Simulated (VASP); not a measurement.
# SrO (P6_3/mmc) in VASP: a series of runs

The runs below take SrO through single point, with PBEsol, LDA.

All numbers are computed with VASP 6.6.1; they aren't measurements. Logs are shortened: lines on timing, memory, paths and dates and some standing lists are left out, and cuts for length are marked.

### 1 The cell of the first run

The structure is hexagonal, space group P6_3/mmc (No. 194). Conventional cell: a = 3.529 Å, b = 3.529 Å, c = 6.176 Å, α = 90.00°, β = 90.00°, γ = 120.00°. Within 3.4 Å of Sr (site symmetry -6m2) lie 6 O at 2.56 Å. O (site symmetry -3m) has 6 Sr at 2.56 Å and 2 O at 3.09 Å within 3.4 Å.

### 2 Single point, PBEsol (volume scaled by 0.98)

INCAR reads:

```
  ALGO = Normal
  EDIFF = 1E-6
  ENCUT = 520
  GGA = PS
  ISIF = 2
  ISMEAR = -1
  LASPH = T
  LCHARG = T
  LELF = T
  LREAL = F
  LVHAR = T
  LWAVE = F
  NBANDS = 24
  NELM = 80
  PREC = Accurate
  SIGMA = 0.05
```

KPOINTS reads:

```
k-points
0
Gamma
  9 9 5
```

POSCAR reads:

```
SrO
1.0
    3.5294398006      0.0000000000      0.0000000000
   -1.7647199003      3.0565845284      0.0000000000
    0.0000000000      0.0000000000      6.1755758504
Sr O
2 2
Direct
    0.6666666667      0.3333333333      0.7500000000
    0.3333333333      0.6666666667      0.2500000000
    0.0000000000      0.0000000000      0.5000000000
    0.0000000000      0.0000000000      0.0000000000
```

Potentials or basis: VASP PAW PBE potentials, release 64 (Sr_sv, O).

On the command line:

```
> cat potpaw_PBE.64/Sr_sv/POTCAR potpaw_PBE.64/O/POTCAR > POTCAR
> mpirun -np 1 vasp_std > vasp.out
```

OUTCAR:

```text
EDIFF = 1E-6
   ENCUT = 520
   GGA = PS
   ISIF = 2
   ISMEAR = -1
   LASPH = T
   LREAL = F
   NELM = 80
   PREC = Accurate

 ion  position               nearest neighbor table
   1  0.667  0.333  0.750-   3 2.56   4 2.56   3 2.56   4 2.56   3 2.56   4 2.56   2 3.70   2 3.70
                             2 3.70   2 3.70   2 3.70   2 3.70   2 5.11   2 5.11   2 5.11   2 5.11
   2  0.333  0.667  0.250-   3 2.56   4 2.56   3 2.56   4 2.56   3 2.56   4 2.56   1 3.70   1 3.70
                             1 3.70   1 3.70   1 3.70   1 3.70   1 5.11   1 5.11   1 5.11   1 5.11
   3  0.000  0.000  0.500-   1 2.56   2 2.56   2 2.56   1 2.56   1 2.56   2 2.56
   4  0.000  0.000  0.000-   1 2.56   2 2.56   2 2.56   1 2.56   1 2.56   2 2.56

  LATTYP: Found a hexagonal cell.
 ALAT       =     3.5294398006
 C/A-ratio  =     1.7497325919

  Lattice vectors:

 A1 = (   3.5294398006,   0.0000000000,   0.0000000000)
 A2 = (  -1.7647199003,   3.0565845284,   0.0000000000)
 A3 = (   0.0000000000,   0.0000000000,   6.1755758504)

Analysis of symmetry for initial positions (statically):
=====================================================================
 Subroutine PRICEL returns:
 Original cell was already a primitive cell.

 Routine SETGRP: Setting up the symmetry group for a
 hexagonal supercell.

 Subroutine GETGRP returns: Found 24 space group operations
 (whereof 12 operations were pure point group operations)
 out of a pool of 24 trial point group operations.

The static configuration has the point symmetry D_3d.
 The point group associated with its full space group is D_6h.

Analysis of symmetry for dynamics (positions and initial velocities):
=====================================================================
 Subroutine PRICEL returns:
 Original cell was already a primitive cell.

 Routine SETGRP: Setting up the symmetry group for a
 hexagonal supercell.

 Subroutine GETGRP returns: Found 24 space group operations
 (whereof 12 operations were pure point group operations)
 out of a pool of 24 trial point group operations.

The dynamic configuration has the point symmetry D_3d.
 The point group associated with its full space group is D_6h.

 Subroutine INISYM returns: Found 24 space group operations
 (whereof 12 operations are pure point group operations),
 and found     1 'primitive' translations

----------------------------------------------------------------------------------------

                                     Primitive cell

  volume of cell :      66.6223

  direct lattice vectors                    reciprocal lattice vectors
     3.529439801  0.000000000  0.000000000     0.283331083  0.163581277  0.000000000
    -1.764719900  3.056584528  0.000000000     0.000000000  0.327162554  0.000000000
     0.000000000  0.000000000  6.175575850     0.000000000  0.000000000  0.161928219

  length of vectors
     3.529439801  3.529439801  6.175575850     0.327162554  0.327162554  0.161928219

  position of ions in fractional coordinates (direct lattice)
     0.666666667  0.333333333  0.750000000
     0.333333333  0.666666667  0.250000000
     0.000000000  0.000000000  0.500000000
     0.000000000  0.000000000  0.000000000

  ion indices of the primitive-cell ions
   primitive index   ion index
                 1           1
                 2           2
                 3           3
                 4           4

----------------------------------------------------------------------------------------

 KPOINTS: k-points

Automatic generation of k-mesh.
 Grid dimensions read from file:
 generate k-points for:    9    9    5

 Generating k-lattice:

  Cartesian coordinates                     Fractional coordinates (reciprocal lattice)
     0.031481231  0.018175697  0.000000000     0.111111111 -0.000000000  0.000000000
     0.000000000  0.036351395  0.000000000     0.000000000  0.111111111  0.000000000
     0.000000000  0.000000000  0.032385644     0.000000000  0.000000000  0.200000000

  Length of vectors
     0.036351395  0.036351395  0.032385644

  Shift w.r.t. Gamma in fractional coordinates (k-lattice)
     0.000000000  0.000000000  0.000000000

 Subroutine IBZKPT returns following result:
 ===========================================

 Found     36 irreducible k-points:

 Following reciprocal coordinates:
            Coordinates               Weight
  0.000000  0.000000  0.000000      1.000000
  0.111111 -0.000000  0.000000      6.000000
  0.222222 -0.000000  0.000000      6.000000
  0.333333 -0.000000  0.000000      6.000000
  0.444444 -0.000000  0.000000      6.000000
  0.111111  0.111111  0.000000      6.000000
[... 16 lines left out ...]
  0.333333  0.222222  0.200000     24.000000
  0.333333  0.333333  0.200000      4.000000
 [... further k-points ...]
   k-points           NKPTS =     36   k-points in BZ     NKDIM =     36   number of bands    NBANDS=     24
   number of dos      NEDOS =    301   number of ions     NIONS =      4
   total plane-waves  NPLWV =  37632
   dimension x,y,z NGX =    28 NGY =   28 NGZ =   48
   dimension x,y,z NGXF=    56 NGYF=   56 NGZF=   96
   ions per type =               2   2
   NGX,Y,Z   is equivalent  to a cutoff of  13.19, 13.19, 12.92 a.u.
   NGXF,Y,Z  is equivalent  to a cutoff of  26.38, 26.38, 25.84 a.u.
 SYSTEM =  unknown system
   PREC   = accura    normal or accurate (medium, high low for compatibility)
   ISTART =      0    job   : 0-new  1-cont  2-samecut
   ICHARG =      2    charge: 1-file 2-atom 10-const
   ISPIN  =      1    spin polarized calculation?
   LNONCOLLINEAR =      F non collinear calculations
   LSORBIT =      F    spin-orbit coupling
   LASPH  =      T    aspherical Exc in radial PAW
   ENCUT  =  520.0 eV  38.22 Ry    6.18 a.u.   6.56  6.56 11.48*2*pi/ulx,y,z
   NELM   =     80;   NELMIN=  2; NELMDL= -5     # of ELM steps
   EDIFF  = 0.1E-05   stopping-criterion for ELM
   LREAL  =      F    real-space projection
   EDIFFG = 0.1E-04   stopping-criterion for IOM
   NSW    =      0    number of steps for IOM
   IBRION =     -1    ionic relax: 0-MD 1-quasi-New 2-CG
   NFREE  =      0    steps in history (QN), initial steepest desc. (CG)
   ISIF   =      2    stress and relaxation
   ISYM   =      2    0-nonsym 1-usesym 2-fastsym
   POTIM  = 0.5000    time-step for ionic-motion
   TEBEG  =    0.0;   TEEND  =   0.0 temperature during run
   PSTRESS=    0.0 pullay stress
   NELECT =      32.0000    total number of electrons
   NUPDOWN=      -1.0000    fix difference up-down
   EMIN   =  10.00;   EMAX   =-10.00  energy-range for DOS
   EFERMI =   0.00;   METHOD = LEGACY
   ISMEAR =    -1;   SIGMA  =   0.05  broadening in eV -4-tet -1-fermi 0-gaus
   EFERMI_NEDOS =   21; number of points for ismear=-14 and -15
   IALGO  =     38    algorithm
   IMIX   =      4    mixing-type and parameters
     AMIX     =   0.40;   BMIX     =  1.00
     AMIX_MAG =   1.60;   BMIX_MAG =  1.00
  volume/ion in A,a.u.               =      16.66       112.40
  Fermi-wavevector in a.u.,A,eV,Ry     =   1.282089  2.422797 22.364617  1.643753
  Thomas-Fermi vector in A             =   2.414421
   LORBIT       =      0    0 simple, 1 ext, 2 COOP (PROOUT), +10 PAW based schemes
   GGA     = PS    functional components
   LHFCALC =     F    Hartree Fock is set to
   AEXX    =    0.0000 exact exchange contribution
   IVDW    =     0    specifies the selected vdW correction
   LEPSILON=     F    determine dielectric tensor
   LRPA    =     F    only Hartree local field effects (RPA)
 non-spin polarized calculation
  energy-cutoff  :      520.00
  volume of cell :       66.62
 maximum number of plane-waves:      1823
 NGX is ok and might be reduce to    28
   NGX = 13   NGY = 13   NGZ = 23

 number of electron      32.0000016 magnetization

 Free energy of the ion-electron system (eV)
  ---------------------------------------------------
  ext. energy  EPLUGINS =         0.00000000
  ---------------------------------------------------
  free energy    TOTEN  =       -24.95422693 eV

  energy without entropy =      -24.95422693  energy(sigma->0) =      -24.95422693

 E-fermi :   3.1372     XC(G=0): -10.3641

 val. band max:        2.1432006392   @ k =   0.0000   0.0000   0.0000
 cond. band min:       5.1348350347   @ k =   0.4444  -0.0000   0.0000
 fundamental gap:      2.9916343955
 Fermi energy:         3.1372336452

 k-point     1 :       0.0000    0.0000    0.0000
  band No.  band energies     occupation
      1     -30.6396      2.00000
      2     -30.5182      2.00000
      3     -14.9525      2.00000
      4     -13.3617      2.00000
      5     -12.3034      2.00000
      6     -12.3034      2.00000
[... 16 lines left out ...]
     23       9.5265      0.00000
     24      10.4736      0.00000

 k-point     2 :       0.1111   -0.0000    0.0000
  band No.  band energies     occupation
      1     -30.6217      2.00000
      2     -30.5073      2.00000
      3     -14.8526      2.00000
      4     -13.6462      2.00000
      5     -12.4289      2.00000
      6     -12.3523      2.00000
[... 16 lines left out ...]
     23       9.7443      0.00000
     24      10.1622      0.00000

 k-point     3 :       0.2222   -0.0000    0.0000
  band No.  band energies     occupation
      1     -30.5751      2.00000
      2     -30.4802      2.00000
      3     -14.5633      2.00000
      4     -14.1492      2.00000
      5     -12.7216      2.00000
      6     -12.4532      2.00000
[... 16 lines left out ...]
     23      10.1588      0.00000
     24      10.3026      0.00000
[... 514 lines left out ...]
 k-point    23 :       0.3333    0.2222    0.2000
  band No.  band energies     occupation
      1     -30.4551      2.00000
      2     -30.4350      2.00000
      3     -14.7544      2.00000
      4     -13.7657      2.00000
      5     -12.9309      2.00000
      6     -12.8755      2.00000
[... 16 lines left out ...]
     23      11.4357      0.00000
     24      11.8889      0.00000

 k-point    24 :       0.3333    0.3333    0.2000
  band No.  band energies     occupation
      1     -30.4375      2.00000
      2     -30.4375      2.00000
      3     -14.7665      2.00000
      4     -13.6196      2.00000
      5     -13.0327      2.00000
      6     -13.0327      2.00000
[... 16 lines left out ...]
     23      11.8155      0.00000
     24      11.8155      0.00000

 [... further k-points ...]

------------------------ aborting loop because EDIFF is reached ----------------------------------------

  FORCE on cell =-STRESS in cart. coord.  units (eV):
  Direction    XX          YY          ZZ          XY          YZ          ZX
  --------------------------------------------------------------------------------------
  -------------------------------------------------------------------------------------
  Total        0.0185640      0.0185640     -0.1094829     -0.0000000      0.0000000      0.0000000
  in kB        0.4464387      0.4464387     -2.6329166     -0.0000000      0.0000000      0.0000000
  external PRESSURE =      -0.5800131 kB  Pullay stress =       0.0000000 kB

 VOLUME and BASIS-vectors are now :
 -----------------------------------------------------------------------------
  energy-cutoff  :      520.00
  volume of cell :       66.62
      direct lattice vectors                 reciprocal lattice vectors
     3.529439801  0.000000000  0.000000000     0.283331083  0.163581277  0.000000000
    -1.764719900  3.056584528  0.000000000     0.000000000  0.327162554  0.000000000
     0.000000000  0.000000000  6.175575850     0.000000000  0.000000000  0.161928219

 POSITION                                       TOTAL-FORCE (eV/Angst)
 -----------------------------------------------------------------------------------
      1.76472      1.01886      4.63168        -0.000000     -0.000000      0.000000
     -0.00000      2.03772      1.54389         0.000000      0.000000      0.000000
      0.00000      0.00000      3.08779         0.000000      0.000000      0.000000
      0.00000      0.00000      0.00000         0.000000      0.000000      0.000000
 -----------------------------------------------------------------------------------
    total drift:                               -0.000000      0.000000     -0.000000

  FREE ENERGIE OF THE ION-ELECTRON SYSTEM (eV)
  ---------------------------------------------------
  free  energy   TOTEN  =       -24.9542269348 eV

  energy  without entropy=      -24.9542269347  energy(sigma->0) =      -24.95422693
```

Run time: 28 s. Hardware: 1 thread of Intel Xeon 6975P-C (Granite Rapids), shared host; peak memory 0.2 GiB.

What came out:

| Quantity | Value |
| --- | --- |
| Free energy | -24.9542 eV |
| Pressure | -0.1 GPa |
| Band gap on the k mesh | 2.99 eV, indirect (least direct gap 3.04 eV) |

Caveat: the cell differs from its parent crystal (volume scaled by 0.98); the PAW data sets were made with another functional, which shifts forces and pressure a little. A k mesh can miss the band edges.

### 3 Single point, LDA

This run uses another cell than the first one, of 17.00 Å³/atom, 1.020 times its volume.

INCAR reads:

```
SYSTEM = SrO
ALGO     = Normal         ! electronic algorithm
EDIFF    = 1E-6           ! SCF threshold, eV
ENCUT    = 520            ! plane-wave cutoff, eV
GGA      = CA             ! functional
ISIF     = 2              ! what is computed and relaxed
ISMEAR   = -1             ! smearing method
LASPH    = .True.         ! aspherical terms in the spheres
LCHARG   = .False.        ! write CHGCAR
LREAL    = .False.        ! projectors in reciprocal space
LWAVE    = .False.        ! write WAVECAR
NBANDS   = 24             ! bands
NELM     = 60             ! most SCF steps
PREC     = Accurate       ! precision mode
SIGMA    = 0.05           ! smearing width, eV
```

KPOINTS reads:

```
k-points
0
Gamma
  9 9 5
  0 0 0
```

POSCAR reads:

```
SrO
1.0
    3.5532880902      0.0000000000      0.0000000000
   -1.7766440451      3.0772377531      0.0000000000
    0.0000000000      0.0000000000      6.2173039800
Sr O
2 2
Direct
    0.6666666667      0.3333333333      0.7500000000
    0.3333333333      0.6666666667      0.2500000000
    0.0000000000      0.0000000000      0.5000000000
    0.0000000000      0.0000000000      0.0000000000
```

Potentials or basis: VASP PAW LDA potentials, release 64 (Sr_sv, O).

On the command line:

```
> cat potpaw_LDA.64/Sr_sv/POTCAR potpaw_LDA.64/O/POTCAR > POTCAR
> mpirun -np 1 vasp_std > vasp.out
```

Run time: 25 s. Hardware: 1 thread of Intel Xeon 6975P-C (Granite Rapids), shared host; peak memory 0.18 GiB.

Results (log left out):

| Item | Value |
| --- | --- |
| Free energy | -26.4118 eV |
| Pressure | -5.0 GPa |
| Band gap on the k mesh | 2.88 eV, direct |

Stress tensor (GPa, compression positive):
```
-4.67  0.00  0.00
 0.00 -4.67  0.00
 0.00  0.00 -5.60
```

Levels at points of the mesh, in eV from the valence-band top:
| k point | band 13 | band 14 | band 15 | band 16 | band 17 | band 18 | band 19 | band 20 |
| --- | --- | --- | --- | --- | --- | --- | --- | --- |
| (0.00, 0.00, 0.00) | -1.04 | -0.79 | -0.79 | 0.00 | 2.88 | 4.87 | 5.00 | 6.09 |

A k mesh can miss the band edges. As with any semilocal functional, this LDA gap is likely too small.
